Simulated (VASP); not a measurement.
# Sc (I4/mmm) in VASP: notebook

Sc is run at these levels: PBE; tasks: single point.

All numbers are computed with VASP 6.6.1; they aren't measurements. Logs are shortened: lines on timing, memory, paths and dates and some standing lists are left out, and cuts for length are marked.

## (1) The cell of the first run

It takes space group I4/mmm (No. 139, tetragonal). The conventional cell has a = 3.235 Å, b = 3.235 Å, c = 4.473 Å, α = 90.00°, β = 90.00°, γ = 90.00°. Sc (site symmetry 4/mmm) has 12 Sc at 3.20 to 3.24 Å within 4.2 Å.

## (2) Single point, PBE (z stretched by -1.5 % at fixed volume)

Input file INCAR:

```
PREC = Accurate
ENCUT = 520
EDIFF = 1E-6
ISMEAR = -1
SIGMA = 0.03
LREAL = F
LASPH = T
NELM = 100
ALGO = Normal
ISIF = 2
LWAVE = F
LCHARG = F
GGA = PE
NBANDS = 12
```

Input file KPOINTS:

```
Automatic mesh
0
Gamma
  12 12 12
```

Input file POSCAR:

```
Sc
1.0
    0.0000000000      2.2877227499      2.2364425000
    2.2877227499      0.0000000000      2.2364425000
    2.2877227499      2.2877227499      0.0000000000
Sc
1
Direct
    0.0000000000      0.0000000000      0.0000000000
```

Potentials or basis: VASP PAW PBE potentials, release 64 (Sc_sv).

On the command line:

```
> cat potpaw_PBE.64/Sc_sv/POTCAR > POTCAR
> mpirun -np 1 vasp_std > vasp.out
```

OUTCAR:

```text
PREC = Accurate
   ENCUT = 520
   EDIFF = 1E-6
   ISMEAR = -1
   LREAL = F
   LASPH = T
   NELM = 100
   ISIF = 2
   GGA = PE

 ion  position               nearest neighbor table
   1  0.000  0.000  0.000-

  LATTYP: Found a body centered tetragonal cell.
 ALAT       =     3.2353285399
 C/A-ratio  =     1.3825133815

  Lattice vectors:

 A1 = (   0.0000000000,  -2.2877227499,  -2.2364425000)
 A2 = (   0.0000000000,   2.2877227499,  -2.2364425000)
 A3 = (   2.2877227499,   0.0000000000,   2.2364425000)

Analysis of symmetry for initial positions (statically):
=====================================================================
 Subroutine PRICEL returns:
 Original cell was already a primitive cell.

 Routine SETGRP: Setting up the symmetry group for a
 body centered tetragonal supercell.

 Subroutine GETGRP returns: Found 16 space group operations
 (whereof 16 operations were pure point group operations)
 out of a pool of 16 trial point group operations.

The static configuration has the point symmetry D_4h.

Analysis of symmetry for dynamics (positions and initial velocities):
=====================================================================
 Subroutine PRICEL returns:
 Original cell was already a primitive cell.

 Routine SETGRP: Setting up the symmetry group for a
 body centered tetragonal supercell.

 Subroutine GETGRP returns: Found 16 space group operations
 (whereof 16 operations were pure point group operations)
 out of a pool of 16 trial point group operations.

The dynamic configuration has the point symmetry D_4h.

 Subroutine INISYM returns: Found 16 space group operations
 (whereof 16 operations are pure point group operations),
 and found     1 'primitive' translations

----------------------------------------------------------------------------------------

                                     Primitive cell

  volume of cell :      23.4096

  direct lattice vectors                    reciprocal lattice vectors
     0.000000000  2.287722750  2.236442500    -0.218557952  0.218557952  0.223569352
     2.287722750  0.000000000  2.236442500     0.218557952 -0.218557952  0.223569352
     2.287722750  2.287722750  0.000000000     0.218557952  0.218557952 -0.223569352

  length of vectors
     3.199273423  3.199273423  3.235328540     0.381468757  0.381468757  0.381468757

  position of ions in fractional coordinates (direct lattice)
     0.000000000  0.000000000  0.000000000

  ion indices of the primitive-cell ions
   primitive index   ion index
                 1           1

----------------------------------------------------------------------------------------

 KPOINTS: Automatic mesh

Automatic generation of k-mesh.
 Grid dimensions read from file:
 generate k-points for:   12   12   12

 Generating k-lattice:

  Cartesian coordinates                     Fractional coordinates (reciprocal lattice)
    -0.018213163  0.018213163  0.018630779     0.083333333 -0.000000000  0.000000000
     0.018213163 -0.018213163  0.018630779    -0.000000000  0.083333333  0.000000000
     0.018213163  0.018213163 -0.018630779     0.000000000  0.000000000  0.083333333

  Length of vectors
     0.031789063  0.031789063  0.031789063

  Shift w.r.t. Gamma in fractional coordinates (k-lattice)
     0.000000000  0.000000000  0.000000000

 Subroutine IBZKPT returns following result:
 ===========================================

 Found    163 irreducible k-points:

 Following reciprocal coordinates:
            Coordinates               Weight
  0.000000  0.000000  0.000000      1.000000
  0.083333  0.000000  0.000000      8.000000
  0.166667  0.000000  0.000000      8.000000
  0.250000  0.000000  0.000000      8.000000
  0.333333  0.000000  0.000000      8.000000
  0.416667  0.000000  0.000000      8.000000
[... 16 lines left out ...]
  0.500000  0.166667  0.000000      8.000000
 -0.416667  0.166667  0.000000      8.000000
 [... further k-points ...]
   k-points           NKPTS =    163   k-points in BZ     NKDIM =    163   number of bands    NBANDS=     12
   number of dos      NEDOS =    301   number of ions     NIONS =      1
   total plane-waves  NPLWV =  13824
   dimension x,y,z NGX =    24 NGY =   24 NGZ =   24
   dimension x,y,z NGXF=    48 NGYF=   48 NGZF=   48
   ions per type =               1
   NGX,Y,Z   is equivalent  to a cutoff of  12.47, 12.47, 12.33 a.u.
   NGXF,Y,Z  is equivalent  to a cutoff of  24.94, 24.94, 24.66 a.u.
 SYSTEM =  unknown system
   PREC   = accura    normal or accurate (medium, high low for compatibility)
   ISTART =      0    job   : 0-new  1-cont  2-samecut
   ICHARG =      2    charge: 1-file 2-atom 10-const
   ISPIN  =      1    spin polarized calculation?
   LNONCOLLINEAR =      F non collinear calculations
   LSORBIT =      F    spin-orbit coupling
   LASPH  =      T    aspherical Exc in radial PAW
   ENCUT  =  520.0 eV  38.22 Ry    6.18 a.u.   5.95  5.95  6.02*2*pi/ulx,y,z
   NELM   =    100;   NELMIN=  2; NELMDL= -5     # of ELM steps
   EDIFF  = 0.1E-05   stopping-criterion for ELM
   LREAL  =      F    real-space projection
   EDIFFG = 0.1E-04   stopping-criterion for IOM
   NSW    =      0    number of steps for IOM
   IBRION =     -1    ionic relax: 0-MD 1-quasi-New 2-CG
   NFREE  =      0    steps in history (QN), initial steepest desc. (CG)
   ISIF   =      2    stress and relaxation
   ISYM   =      2    0-nonsym 1-usesym 2-fastsym
   POTIM  = 0.5000    time-step for ionic-motion
   TEBEG  =    0.0;   TEEND  =   0.0 temperature during run
   PSTRESS=    0.0 pullay stress
   NELECT =      11.0000    total number of electrons
   NUPDOWN=      -1.0000    fix difference up-down
   EMIN   =  10.00;   EMAX   =-10.00  energy-range for DOS
   EFERMI =   0.00;   METHOD = LEGACY
   ISMEAR =    -1;   SIGMA  =   0.03  broadening in eV -4-tet -1-fermi 0-gaus
   EFERMI_NEDOS =   21; number of points for ismear=-14 and -15
   IALGO  =     38    algorithm
   IMIX   =      4    mixing-type and parameters
     AMIX     =   0.40;   BMIX     =  1.00
     AMIX_MAG =   1.60;   BMIX_MAG =  1.00
  volume/ion in A,a.u.               =      23.41       157.98
  Fermi-wavevector in a.u.,A,eV,Ry     =   1.272744  2.405136 22.039751  1.619876
  Thomas-Fermi vector in A             =   2.405605
   LORBIT       =      0    0 simple, 1 ext, 2 COOP (PROOUT), +10 PAW based schemes
   GGA     = PE    functional components
   LHFCALC =     F    Hartree Fock is set to
   AEXX    =    0.0000 exact exchange contribution
   IVDW    =     0    specifies the selected vdW correction
   LEPSILON=     F    determine dielectric tensor
   LRPA    =     F    only Hartree local field effects (RPA)
 non-spin polarized calculation
  energy-cutoff  :      520.00
  volume of cell :       23.41
 maximum number of plane-waves:       640
   NGX = 11   NGY = 11   NGZ = 13

 number of electron      10.9999997 magnetization

 Free energy of the ion-electron system (eV)
  ---------------------------------------------------
  ext. energy  EPLUGINS =         0.00000000
  ---------------------------------------------------
  free energy    TOTEN  =        -6.19213387 eV

  energy without entropy =       -6.18709025  energy(sigma->0) =       -6.18961206

 E-fermi :   4.0521     XC(G=0): -10.0833

 val. band max:        4.0470377573   @ k =   0.5000   0.3333   0.1667
 cond. band min:       4.0578200721   @ k =  -0.2500   0.4167   0.1667
 fundamental gap:      0.0107823148
 Fermi energy:         4.0520884030

 k-point     1 :       0.0000    0.0000    0.0000
  band No.  band energies     occupation
      1     -45.2537      2.00000
      2     -23.6386      2.00000
      3     -23.6386      2.00000
      4     -23.6382      2.00000
      5      -1.2361      2.00000
      6       5.6518      0.00000
      7       5.6518      0.00000
      8       5.7998      0.00000
      9       7.0823      0.00000
     10       7.2584      0.00000
     11      16.8439      0.00000
     12      20.3065      0.00000

 k-point     2 :       0.0833    0.0000    0.0000
  band No.  band energies     occupation
      1     -45.2488      2.00000
      2     -23.6710      2.00000
      3     -23.6432      2.00000
      4     -23.6419      2.00000
      5      -1.0520      2.00000
      6       5.5482      0.00000
      7       5.7189      0.00000
      8       5.8335      0.00000
      9       7.0398      0.00000
     10       7.2055      0.00000
     11      17.0156      0.00000
     12      19.1055      0.00000

 k-point     3 :       0.1667    0.0000    0.0000
  band No.  band energies     occupation
      1     -45.2353      2.00000
      2     -23.7592      2.00000
      3     -23.6558      2.00000
      4     -23.6518      2.00000
      5      -0.5232      2.00000
      6       5.2137      0.00000
      7       5.8454      0.00000
      8       5.9641      0.00000
      9       7.0044      0.00000
     10       7.1288      0.00000
     11      16.7152      0.00000
     12      17.7334      0.00000
[... 286 lines left out ...]
 k-point    23 :       0.5000    0.1667    0.0000
  band No.  band energies     occupation
      1     -45.1727      2.00000
      2     -24.0628      2.00000
      3     -23.7637      2.00000
      4     -23.7344      2.00000
      5       2.6454      2.00000
      6       3.9320      1.96407
      7       5.2548      0.00000
      8       5.9919      0.00000
      9       8.1927      0.00000
     10       8.5721      0.00000
     11      11.3421      0.00000
     12      16.3071      0.00000

 k-point    24 :      -0.4167    0.1667    0.0000
  band No.  band energies     occupation
      1     -45.1720      2.00000
      2     -24.0631      2.00000
      3     -23.7795      2.00000
      4     -23.7247      2.00000
      5       2.7441      2.00000
      6       3.9804      1.83210
      7       5.2161      0.00000
      8       5.9428      0.00000
      9       7.9381      0.00000
     10       8.8555      0.00000
     11      11.2382      0.00000
     12      15.9670      0.00000

 [... further k-points ...]
[... 5 lines left out ...]
  --------------------------------------------------------------------------------------
  -------------------------------------------------------------------------------------
  Total        0.4002075      0.4002075      0.5001595      0.0000000      0.0000000      0.0000000
  in kB       27.3905852     27.3905852     34.2313937      0.0000000      0.0000000      0.0000000
  external PRESSURE =      29.6708547 kB  Pullay stress =       0.0000000 kB

 VOLUME and BASIS-vectors are now :
 -----------------------------------------------------------------------------
  energy-cutoff  :      520.00
  volume of cell :       23.41
      direct lattice vectors                 reciprocal lattice vectors
     0.000000000  2.287722750  2.236442500    -0.218557952  0.218557952  0.223569352
     2.287722750  0.000000000  2.236442500     0.218557952 -0.218557952  0.223569352
     2.287722750  2.287722750  0.000000000     0.218557952  0.218557952 -0.223569352

 POSITION                                       TOTAL-FORCE (eV/Angst)
 -----------------------------------------------------------------------------------
      0.00000      0.00000      0.00000         0.000000      0.000000     -0.000000
 -----------------------------------------------------------------------------------
    total drift:                               -0.000000      0.000000     -0.000000

  FREE ENERGIE OF THE ION-ELECTRON SYSTEM (eV)
  ---------------------------------------------------
  free  energy   TOTEN  =        -6.1921338718 eV

  energy  without entropy=       -6.1870902537  energy(sigma->0) =       -6.18961206
```

It took 19 s on 1 thread of Intel Xeon Platinum 8259CL at 2.50GHz (Skylake/Cascade Lake), shared host; peak memory 0.17 GiB.

Results:

```yaml
Free_energy: -6.1921 eV
Pressure: 3.0 GPa
```

## (3) Single point, PBE (z stretched by -1 % at fixed volume)

Input file INCAR:

```
SYSTEM = Sc
ALGO = Normal
EDIFF = 1E-6
ENCUT = 520
GGA = PE
ISIF = 2
ISMEAR = -1
LASPH = .TRUE.
LCHARG = .FALSE.
LREAL = .FALSE.
LWAVE = .FALSE.
NBANDS = 12
NELM = 60
PREC = Accurate
SIGMA = 0.03
```

Input file KPOINTS:

```
k-points
0
G
  12 12 12
  0 0 0
```

Input file POSCAR:

```
Sc
1.0
    0.0000000000      2.2819383596      2.2477950000
    2.2819383596      0.0000000000      2.2477950000
    2.2819383596      2.2819383596      0.0000000000
Sc
1
Direct
    0.0000000000      0.0000000000      0.0000000000
```

Potentials or basis: VASP PAW PBE potentials, release 64 (Sc_sv).

On the command line:

```
> cat potpaw_PBE.64/Sc_sv/POTCAR > POTCAR
> mpirun -np 1 vasp_std > vasp.out
```

OUTCAR:

```text
SYSTEM = Sc
   EDIFF = 1E-6
   ENCUT = 520
   GGA = PE
   ISIF = 2
   ISMEAR = -1
   LASPH = .TRUE.
   LREAL = .FALSE.
   NELM = 60
   PREC = Accurate

 ion  position               nearest neighbor table
   1  0.000  0.000  0.000-

  LATTYP: Found a body centered tetragonal cell.
 ALAT       =     3.2271481766
 C/A-ratio  =     1.3930534806

  Lattice vectors:

 A1 = (   0.0000000000,  -2.2819383596,  -2.2477950000)
 A2 = (   0.0000000000,   2.2819383596,  -2.2477950000)
 A3 = (   2.2819383596,   0.0000000000,   2.2477950000)

Analysis of symmetry for initial positions (statically):
=====================================================================
 Subroutine PRICEL returns:
 Original cell was already a primitive cell.

 Routine SETGRP: Setting up the symmetry group for a
 body centered tetragonal supercell.

 Subroutine GETGRP returns: Found 16 space group operations
 (whereof 16 operations were pure point group operations)
 out of a pool of 16 trial point group operations.

The static configuration has the point symmetry D_4h.

Analysis of symmetry for dynamics (positions and initial velocities):
=====================================================================
 Subroutine PRICEL returns:
 Original cell was already a primitive cell.

 Routine SETGRP: Setting up the symmetry group for a
 body centered tetragonal supercell.

 Subroutine GETGRP returns: Found 16 space group operations
 (whereof 16 operations were pure point group operations)
 out of a pool of 16 trial point group operations.

The dynamic configuration has the point symmetry D_4h.

 Subroutine INISYM returns: Found 16 space group operations
 (whereof 16 operations are pure point group operations),
 and found     1 'primitive' translations

----------------------------------------------------------------------------------------

                                     Primitive cell

  volume of cell :      23.4096

[... 107 lines left out ...]
  volume/ion in A,a.u.               =      23.41       157.98
  Fermi-wavevector in a.u.,A,eV,Ry     =   1.272744  2.405136 22.039751  1.619876
  Thomas-Fermi vector in A             =   2.405605
   LORBIT       =      0    0 simple, 1 ext, 2 COOP (PROOUT), +10 PAW based schemes
   GGA     = PE    functional components
   LHFCALC =     F    Hartree Fock is set to
   AEXX    =    0.0000 exact exchange contribution
   IVDW    =     0    specifies the selected vdW correction
   LEPSILON=     F    determine dielectric tensor
   LRPA    =     F    only Hartree local field effects (RPA)
 non-spin polarized calculation
  energy-cutoff  :      520.00
  volume of cell :       23.41
 maximum number of plane-waves:       642
   NGX = 11   NGY = 11   NGZ = 13

 number of electron      10.9999997 magnetization

 Free energy of the ion-electron system (eV)
  ---------------------------------------------------
  ext. energy  EPLUGINS =         0.00000000
  ---------------------------------------------------
  free energy    TOTEN  =        -6.19255643 eV

  energy without entropy =       -6.18761456  energy(sigma->0) =       -6.19008549

 E-fermi :   4.0517     XC(G=0): -10.0833

 val. band max:        4.0396002751   @ k =  -0.4167   0.0833   0.1667
 cond. band min:       4.0576396729   @ k =   0.5000   0.3333   0.1667
 fundamental gap:      0.0180393978
 Fermi energy:         4.0517148062

 k-point     1 :       0.0000    0.0000    0.0000
  band No.  band energies     occupation
      1     -45.2536      2.00000
      2     -23.6384      2.00000
      3     -23.6384      2.00000
      4     -23.6381      2.00000
      5      -1.2362      2.00000
      6       5.6671      0.00000
      7       5.6671      0.00000
      8       5.7661      0.00000
      9       7.1132      0.00000
     10       7.2312      0.00000
     11      16.8399      0.00000
     12      20.3519      0.00000
[... 331 lines left out ...]
 k-point    24 :      -0.4167    0.1667    0.0000
  band No.  band energies     occupation
      1     -45.1720      2.00000
      2     -24.0631      2.00000
      3     -23.7811      2.00000
      4     -23.7218      2.00000
      5       2.7468      2.00000
      6       3.9828      1.81710
      7       5.1884      0.00000
      8       5.9653      0.00000
      9       7.9324      0.00000
     10       8.8734      0.00000
     11      11.2261      0.00000
     12      15.8855      0.00000

 [... further k-points ...]
[... 5 lines left out ...]
  --------------------------------------------------------------------------------------
  -------------------------------------------------------------------------------------
  Total        0.4111788      0.4111788      0.4796543      0.0000000      0.0000000     -0.0000000
  in kB       28.1414679     28.1414679     32.8279992      0.0000000      0.0000000     -0.0000000
  external PRESSURE =      29.7036450 kB  Pullay stress =       0.0000000 kB

 VOLUME and BASIS-vectors are now :
 -----------------------------------------------------------------------------
  energy-cutoff  :      520.00
  volume of cell :       23.41
      direct lattice vectors                 reciprocal lattice vectors
     0.000000000  2.281938360  2.247795000    -0.219111966  0.219111966  0.222440214
     2.281938360  0.000000000  2.247795000     0.219111966 -0.219111966  0.222440214
     2.281938360  2.281938360  0.000000000     0.219111966  0.219111966 -0.222440214

 POSITION                                       TOTAL-FORCE (eV/Angst)
 -----------------------------------------------------------------------------------
      0.00000      0.00000      0.00000         0.000000      0.000000      0.000000
 -----------------------------------------------------------------------------------
    total drift:                               -0.000000      0.000000     -0.000000

  FREE ENERGIE OF THE ION-ELECTRON SYSTEM (eV)
  ---------------------------------------------------
  free  energy   TOTEN  =        -6.1925564270 eV

  energy  without entropy=       -6.1876145589  energy(sigma->0) =       -6.19008549
```

It took 22 s on 1 thread of Intel Xeon Platinum 8259CL at 2.50GHz (Skylake/Cascade Lake), shared host; peak memory 0.16 GiB.

What came out:

- Free energy: -6.1926 eV
- Pressure: 3.0 GPa
